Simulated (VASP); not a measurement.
# CoC64 (a cell with a defect) in VASP: single point with PBE

Aim: the single point of CoC64 (a cell with a defect) with PBE.

Program: VASP 6.6.1. These are calculated values, not measurements. Logs are shortened: lines on timing, memory, paths and dates and some standing lists are left out, and cuts for length are marked.

## (1) The cell of the first run

The cell holds a defect, 65 atoms: a = 7.108 Å, b = 7.108 Å, c = 7.108 Å, α = 90.00°, β = 90.00°, γ = 90.00°.

## (2) Single point, PBE, collinear spin, ferromagnetic start

INCAR

```
SYSTEM = CoC64
  PREC = Accurate
  ENCUT = 520
  EDIFF = 1E-6
  ISMEAR = -1
  SIGMA = 0.05
  LREAL = Auto
  LASPH = .TRUE.
  NELM = 200
  ALGO = Normal
  ISIF = 2
  LWAVE = .FALSE.
  LCHARG = .FALSE.
  ISPIN = 2
  MAGMOM = 0 0 0 0 0 0 0 0 0 0 0 0 0 0 0 0 0 0 0 0 0 0 0 0 0 0 0 0 0 0 0 0 0 0 0 0 0 0 0 0 0 0 0 0 0 0 0 0 0 0 0 0 0 0 0 0 0 0 0 0 0 0 0 0 4
  LORBIT = 11
  LMAXMIX = 4
  GGA = PE
  NBANDS = 174
  NELECT = 264.0
  ISYM = 0
  GGA_COMPAT = .FALSE.
```

KPOINTS

```
Automatic mesh
0
Gamma
  1 1 1
  0.25 0.25 0.25
```

POSCAR

```
CoC64
1.0
    7.1076060000      0.0000000000      0.0000000000
    0.0000000000      7.1076060000      0.0000000000
    0.0000000000      0.0000000000      7.1076060000
C Co
64 1
Direct
    0.9995140000      0.9990580000      0.0001650000
    0.9976140000      0.9971160000      0.5004720000
    0.9972490000      0.4994440000      0.9979560000
    0.9968480000      0.5005680000      0.5012580000
    0.4997710000      0.9972140000      0.9982780000
    0.5012600000      0.9963000000      0.5022180000
    0.5006310000      0.5009340000      0.9974860000
    0.5126810000      0.5190480000      0.5174100000
    0.1246300000      0.1239660000      0.1251750000
    0.1185780000      0.1183830000      0.6317600000
    0.1184220000      0.6313460000      0.1194070000
    0.1248770000      0.6246940000      0.6256470000
    0.6309140000      0.1179620000      0.1188300000
    0.6249280000      0.1248660000      0.6257690000
    0.6248150000      0.6246110000      0.1258600000
    0.6325130000      0.6314860000      0.6329920000
    0.2478880000      0.2472440000      0.9968250000
    0.2346870000      0.2335700000      0.5135030000
    0.2491980000      0.7515190000      0.9985500000
    0.2481490000      0.7529160000      0.5022580000
    0.7514690000      0.2488080000      0.9980490000
    0.7529080000      0.2478400000      0.5018630000
    0.7496060000      0.7493540000      0.0004930000
    0.7523470000      0.7517950000      0.5007680000
    0.3722120000      0.3757160000      0.1091140000
    0.3749290000      0.3760480000      0.6423240000
    0.3749240000      0.8744370000      0.1238590000
    0.3748870000      0.8751080000      0.6281810000
    0.8746950000      0.3743460000      0.1230460000
    0.8750270000      0.3745430000      0.6273660000
    0.8748870000      0.8744730000      0.1257260000
    0.8750530000      0.8747460000      0.6258670000
    0.2483510000      0.9962270000      0.2488580000
    0.2491990000      0.9975130000      0.7524710000
    0.2320050000      0.5087270000      0.2317670000
    0.2477060000      0.5011260000      0.7539560000
    0.7517470000      0.9971000000      0.2498440000
    0.7496630000      0.9994760000      0.7504510000
    0.7529090000      0.5006510000      0.2486080000
    0.7521750000      0.4996810000      0.7528130000
    0.3749970000      0.1086050000      0.3760320000
    0.3747870000      0.1226060000      0.8754470000
    0.3786930000      0.6420180000      0.3801020000
    0.3747630000      0.6269940000      0.8759440000
    0.8747850000      0.1220890000      0.3754520000
    0.8748740000      0.1246700000      0.8754880000
    0.8750020000      0.6265060000      0.3755200000
    0.8749030000      0.6248140000      0.8756910000
    0.9959500000      0.2469260000      0.2482700000
    0.9975010000      0.2488730000      0.7521390000
    0.9976180000      0.7513470000      0.2499340000
    0.9996230000      0.7494090000      0.7504220000
    0.5158220000      0.2336650000      0.2371470000
    0.5011080000      0.2483870000      0.7534910000
    0.5014500000      0.7526500000      0.2494530000
    0.5000470000      0.7521050000      0.7532010000
    0.1085790000      0.3738320000      0.3737080000
    0.1224750000      0.3744640000      0.8753720000
    0.1230030000      0.8744730000      0.3756140000
    0.1250290000      0.8746270000      0.8756070000
    0.6416150000      0.3723710000      0.3732490000
    0.6267850000      0.3746630000      0.8758400000
    0.6273360000      0.8749350000      0.3757350000
    0.6251360000      0.8748260000      0.8758790000
    0.3766190000      0.3772250000      0.3765470000
```

Potentials or basis: VASP PAW PBE potentials, release 64 (C, Co).

The run is started by

```sh
$ cat potpaw_PBE.64/C/POTCAR potpaw_PBE.64/Co/POTCAR > POTCAR
$ mpirun -np 1 vasp_std > vasp.out
```

OUTCAR:

```text
SYSTEM = CoC64
   PREC = Accurate
   ENCUT = 520
   EDIFF = 1E-6
   ISMEAR = -1
   LREAL = Auto
   LASPH = .TRUE.
   NELM = 200
   ISIF = 2
   ISPIN = 2
   LORBIT = 11
   GGA = PE
   NELECT = 264.0
   ISYM = 0

 ion  position               nearest neighbor table
   1  1.000  0.999  0.000-  60 1.54  31 1.54  46 1.54   9 1.54
   2  0.998  0.997  0.500-  32 1.52  45 1.53  59 1.53  10 1.53
   3  0.997  0.499  0.998-  48 1.52  29 1.53  58 1.53  11 1.54
   4  0.997  0.501  0.501-  57 1.50  47 1.53  30 1.53  12 1.55
   5  0.500  0.997  0.998-  64 1.52  13 1.53  27 1.53  42 1.53
   6  0.501  0.996  0.502-  41 1.50  28 1.53  63 1.53  14 1.54
   7  0.501  0.501  0.997-  25 1.50  44 1.53  62 1.54  15 1.54
   8  0.513  0.519  0.517-  16 1.43  43 1.62  26 1.67  65 1.72  61 1.73
   9  0.125  0.124  0.125-  49 1.54  17 1.54   1 1.54  33 1.54
  10  0.119  0.118  0.632-  18 1.43  50 1.53  34 1.53   2 1.53
  11  0.118  0.631  0.119-  35 1.43  51 1.52  19 1.53   3 1.54
  12  0.125  0.625  0.626-  52 1.54  36 1.54  20 1.54   4 1.55
  13  0.631  0.118  0.119-  53 1.43  21 1.53   5 1.53  37 1.53
  14  0.625  0.125  0.626-  38 1.54  22 1.54  54 1.54   6 1.54
  15  0.625  0.625  0.126-  39 1.54  23 1.54  55 1.54   7 1.54
  16  0.633  0.631  0.633-   8 1.43  40 1.53  24 1.53  56 1.53
  17  0.248  0.247  0.997-  25 1.50  42 1.53  58 1.54   9 1.54
[... 32 lines left out ...]
  50  0.998  0.249  0.752-  46 1.52  10 1.53  30 1.53  58 1.53
  51  0.998  0.751  0.250-  31 1.52  11 1.52  47 1.53  59 1.54
  52  1.000  0.749  0.750-  32 1.54  48 1.54  12 1.54  60 1.54
  53  0.516  0.234  0.237-  13 1.43  61 1.65  41 1.66  25 1.70  65 1.73
  54  0.501  0.248  0.753-  26 1.50  42 1.54  62 1.54  14 1.54
  55  0.501  0.753  0.249-  43 1.50  27 1.53  63 1.54  15 1.54
  56  0.500  0.752  0.753-  64 1.52  44 1.53  28 1.53  16 1.53
  57  0.109  0.374  0.374-  49 1.50   4 1.50  35 1.65  18 1.67  65 1.91
  58  0.122  0.374  0.875-   3 1.53  36 1.53  50 1.53  17 1.54
  59  0.123  0.874  0.376-   2 1.53  20 1.53  33 1.53  51 1.54
  60  0.125  0.875  0.876-  34 1.52  19 1.52   1 1.54  52 1.54
  61  0.642  0.372  0.373-  39 1.50  22 1.50  53 1.65   8 1.73  65 1.88
  62  0.627  0.375  0.876-  21 1.53  40 1.53   7 1.54  54 1.54
  63  0.627  0.875  0.376-  37 1.53  24 1.53   6 1.53  55 1.54
  64  0.625  0.875  0.876-   5 1.52  56 1.52  23 1.54  38 1.54
  65  0.377  0.377  0.377-   8 1.72  35 1.73  53 1.73  18 1.73  43 1.88  61 1.88  26 1.89  25 1.90
                            57 1.91  41 1.91

IMPORTANT INFORMATION: All symmetrisations will be switched off!
NOSYMM: (Re-)initialisation of all symmetry stuff for point group C_1.

----------------------------------------------------------------------------------------

                                     Primitive cell

  volume of cell :     359.0625

  direct lattice vectors                    reciprocal lattice vectors
     7.107606000  0.000000000  0.000000000     0.140694349  0.000000000  0.000000000
     0.000000000  7.107606000  0.000000000     0.000000000  0.140694349  0.000000000
     0.000000000  0.000000000  7.107606000     0.000000000  0.000000000  0.140694349

  length of vectors
     7.107606000  7.107606000  7.107606000     0.140694349  0.140694349  0.140694349

  position of ions in fractional coordinates (direct lattice)
     0.999514000  0.999058000  0.000165000
     0.997614000  0.997116000  0.500472000
     0.997249000  0.499444000  0.997956000
     0.996848000  0.500568000  0.501258000
     0.499771000  0.997214000  0.998278000
     0.501260000  0.996300000  0.502218000
[... 57 lines left out ...]
     0.625136000  0.874826000  0.875879000
     0.376619000  0.377225000  0.376547000

  ion indices of the primitive-cell ions
   primitive index   ion index
                 1           1
                 2           2
                 3           3
                 4           4
                 5           5
                 6           6
[... 57 lines left out ...]
                64          64
                65          65

----------------------------------------------------------------------------------------

 KPOINTS: Automatic mesh

Automatic generation of k-mesh.
 Grid dimensions read from file:
 generate k-points for:    1    1    1

 Generating k-lattice:

[... 42 lines left out ...]
   EDIFFG = 0.1E-04   stopping-criterion for IOM
   NSW    =      0    number of steps for IOM
   IBRION =     -1    ionic relax: 0-MD 1-quasi-New 2-CG
   NFREE  =      0    steps in history (QN), initial steepest desc. (CG)
   ISIF   =      2    stress and relaxation
   ISYM   =      0    0-nonsym 1-usesym 2-fastsym
   POTIM  = 0.5000    time-step for ionic-motion
   TEBEG  =    0.0;   TEEND  =   0.0 temperature during run
   PSTRESS=    0.0 pullay stress
   NELECT =     264.0000    total number of electrons
   NUPDOWN=      -1.0000    fix difference up-down
   EMIN   =  10.00;   EMAX   =-10.00  energy-range for DOS
   EFERMI =   0.00;   METHOD = LEGACY
   ISMEAR =    -1;   SIGMA  =   0.05  broadening in eV -4-tet -1-fermi 0-gaus
   EFERMI_NEDOS =   21; number of points for ismear=-14 and -15
   IALGO  =     38    algorithm
   IMIX   =      4    mixing-type and parameters
     AMIX     =   0.40;   BMIX     =  1.00
     AMIX_MAG =   1.60;   BMIX_MAG =  1.00
  volume/ion in A,a.u.               =       5.52        37.28
  Fermi-wavevector in a.u.,A,eV,Ry     =   1.477586  2.792233 29.705065  2.183261
  Thomas-Fermi vector in A             =   2.591972
   LORBIT       =     11    0 simple, 1 ext, 2 COOP (PROOUT), +10 PAW based schemes
   GGA     = PE    functional components
   LHFCALC =     F    Hartree Fock is set to
   AEXX    =    0.0000 exact exchange contribution
   IVDW    =     0    specifies the selected vdW correction
   LEPSILON=     F    determine dielectric tensor
   LRPA    =     F    only Hartree local field effects (RPA)
 spin polarized calculation
  energy-cutoff  :      520.00
  volume of cell :      359.06
 maximum number of plane-waves:      9651
 NGX is ok and might be reduce to    54
   NGX = 27   NGY = 27   NGZ = 27

 number of electron     264.0000016 magnetization       1.9993730

 Free energy of the ion-electron system (eV)
  ---------------------------------------------------
  ext. energy  EPLUGINS =         0.00000000
  ---------------------------------------------------
  free energy    TOTEN  =      -585.04294252 eV

  energy without entropy =     -585.04289915  energy(sigma->0) =     -585.04292084

 E-fermi :  11.2167     XC(G=0): -13.4459

 val. band max:       10.6857670491   @ k =   0.2500  -0.2500   0.2500
 cond. band min:      11.7507239174   @ k =   0.2500  -0.2500   0.2500
 fundamental gap:      1.0649568683
 Fermi energy:        11.2166687845

 spin component 1

 k-point     1 :       0.2500    0.2500    0.2500
  band No.  band energies     occupation
      1     -11.0334      1.00000
      2      -9.9070      1.00000
      3      -9.8992      1.00000
      4      -9.8474      1.00000
      5      -8.7762      1.00000
      6      -8.7679      1.00000
[... 577 lines left out ...]
    143      16.2745      0.00000
    144      16.3324      0.00000
 Fermi energy:        11.2166687845

 spin component 2

 k-point     1 :       0.2500    0.2500    0.2500
  band No.  band energies     occupation
      1     -11.0075      1.00000
      2      -9.8846      1.00000
      3      -9.8772      1.00000
      4      -9.8123      1.00000
      5      -8.7553      1.00000
      6      -8.7479      1.00000
[... 577 lines left out ...]
    143      16.3568      0.00000
    144      16.4002      0.00000
 [bands above 144 left out]

------------------------ aborting loop because EDIFF is reached ----------------------------------------

  FORCE on cell =-STRESS in cart. coord.  units (eV):
  Direction    XX          YY          ZZ          XY          YZ          ZX
  --------------------------------------------------------------------------------------
  -------------------------------------------------------------------------------------
  Total       41.4366267     41.3568757     41.4627442      0.5021304      1.4529134      0.9155132
  in kB      184.8949032    184.5390453    185.0114422      2.2405626      6.4830636      4.0851233
  external PRESSURE =     184.8151302 kB  Pullay stress =       0.0000000 kB

 VOLUME and BASIS-vectors are now :
 -----------------------------------------------------------------------------
  energy-cutoff  :      520.00
  volume of cell :      359.06
      direct lattice vectors                 reciprocal lattice vectors
     7.107606000  0.000000000  0.000000000     0.140694349  0.000000000  0.000000000
     0.000000000  7.107606000  0.000000000     0.000000000  0.140694349  0.000000000
     0.000000000  0.000000000  7.107606000     0.000000000  0.000000000  0.140694349

 POSITION                                       TOTAL-FORCE (eV/Angst)
 -----------------------------------------------------------------------------------
      7.10415      7.10091      0.00117         0.067192      0.079688      0.063514
      7.09065      7.08711      3.55716         0.046953      0.052540      0.133815
      7.08805      3.54985      7.09308         0.045798      0.128591      0.053356
      7.08520      3.55784      3.56274         0.059698      0.063236      0.059370
      3.55218      7.08780      7.09537         0.120381      0.049978      0.050739
      3.56276      7.08131      3.56957         0.073738      0.052093      0.070796
[... 57 lines left out ...]
      4.44322      6.21792      6.22540        -0.139161     -0.056903     -0.053351
      2.67686      2.68117      2.67635        -0.270076     -0.135885     -0.224913
 -----------------------------------------------------------------------------------
    total drift:                                0.010615     -0.015314     -0.013848

  FREE ENERGIE OF THE ION-ELECTRON SYSTEM (eV)
  ---------------------------------------------------
  free  energy   TOTEN  =      -585.0429425212 eV

  energy  without entropy=     -585.0428991520  energy(sigma->0) =     -585.04292084

 total charge

# of ion       s       p       d       tot
------------------------------------------
    1        0.830   1.756   0.000   2.586
    2        0.835   1.772   0.000   2.607
    3        0.835   1.771   0.000   2.606
    4        0.832   1.767   0.000   2.599
    5        0.834   1.773   0.000   2.608
    6        0.833   1.771   0.000   2.604
[... 57 lines left out ...]
   64        0.833   1.774   0.000   2.607
   65        0.685   1.359   8.313  10.356
--------------------------------------------------
tot         54.048 114.204   8.313 176.565

 magnetization (x)

# of ion       s       p       d       tot
------------------------------------------
    1        0.000   0.000   0.000   0.000
    2        0.001   0.006   0.000   0.008
    3        0.002   0.008   0.000   0.010
    4        0.001   0.005   0.000   0.006
    5        0.001   0.005   0.000   0.006
    6        0.001   0.005   0.000   0.006
[... 57 lines left out ...]
   64        0.000   0.002   0.000   0.002
   65        0.000   0.002   1.096   1.099
--------------------------------------------------
tot          0.043   0.525   1.096   1.664
```

It took 25 min on 1 thread of Intel Xeon 6975P-C, shared host; peak memory 0.7 GiB.

Results:

```yaml
Free_energy: -585.0429 eV
Largest_force: 0.377 eV/Å
Net_moment: 2.00 μB per cell
Site_moments: C +0.00, +0.01, +0.11, -0.00, -0.01, +0.12; Co +1.10 μB
Valence_electrons_inside_the_program's_atomic_spheres: C 2.59, 2.61, 2.60, 2.56, 2.58, 2.65, 2.66, 2.54, 2.55; Co 10.36
```

Forces in eV/Å, atoms in the order of the input:
```
C    0.067  0.080  0.064
C    0.047  0.053  0.134
C    0.046  0.129  0.053
C    0.060  0.063  0.059
C    0.120  0.050  0.051
C    0.074  0.052  0.071
C    0.061  0.064  0.063
C    0.159  0.217  0.194
C   -0.050 -0.039 -0.041
C   -0.094 -0.082 -0.121
C   -0.083 -0.138 -0.080
C   -0.079 -0.075 -0.084
C   -0.107 -0.086 -0.084
C   -0.062 -0.071 -0.077
C   -0.075 -0.081 -0.079
C   -0.040 -0.066 -0.044
C    0.050  0.076  0.038
C    0.006 -0.015  0.181
C    0.112  0.079  0.079
C    0.067  0.046  0.048
C    0.077  0.113  0.079
C    0.037  0.087  0.038
C    0.068  0.062  0.069
C    0.041  0.032  0.114
C   -0.010 -0.034 -0.208
C   -0.048 -0.042  0.135
C   -0.069 -0.062 -0.049
C   -0.054 -0.086 -0.062
C   -0.046 -0.055 -0.046
C   -0.067 -0.054 -0.067
C   -0.070 -0.076 -0.135
C   -0.047 -0.050 -0.140
C    0.056  0.038  0.061
C    0.113  0.061  0.080
C   -0.009  0.162 -0.010
C    0.079  0.054  0.043
C    0.083  0.068  0.114
C    0.075  0.074  0.073
C    0.047  0.047  0.083
C    0.034  0.110  0.042
C   -0.041 -0.190 -0.026
C   -0.052 -0.050 -0.050
C   -0.016  0.097 -0.009
C   -0.059 -0.063 -0.078
C   -0.038 -0.044 -0.060
C   -0.069 -0.127 -0.071
C   -0.063 -0.069 -0.064
C   -0.041 -0.140 -0.046
C    0.035  0.075  0.065
C    0.065  0.120  0.073
C    0.081  0.076  0.125
C    0.077  0.065  0.067
C    0.198 -0.016 -0.020
C    0.048  0.080  0.041
C    0.045  0.052  0.065
C    0.105  0.027  0.038
C   -0.226 -0.018 -0.023
C   -0.054 -0.053 -0.052
C   -0.054 -0.058 -0.064
C   -0.135 -0.078 -0.074
C    0.172 -0.064 -0.065
C   -0.072 -0.056 -0.075
C   -0.064 -0.074 -0.058
C   -0.139 -0.057 -0.053
Co  -0.270 -0.136 -0.225
```

Levels at points of the mesh, in eV from the Fermi level:
Spin up:
```csv
k point,band 129,band 130,band 131,band 132,band 133,band 134,band 135,band 136,band 137,band 138
"(0.25, 0.25, 0.25)",-1.79,-1.38,-1.35,-0.56,-0.54,3.82,3.87,3.94,4.17,4.23
```
Spin down:
```
           k point  band 127  band 128  band 129  band 130  band 131  band 132  band 133  band 134  band 135  band 136
(0.25, 0.25, 0.25)     -2.05     -2.04     -1.41     -1.14     -1.11      0.54      0.56      3.96      4.04      4.07
```

Caveat: the k points lie up to 0.88 Å⁻¹ apart; the cell carries a net charge on a neutralising background, which shifts energy and pressure; the cell is charged against a uniform background, so pressure and absolute levels hang on convention; the moment fell far below its start of 4 μB, so a state of higher moment may lie lower in energy.
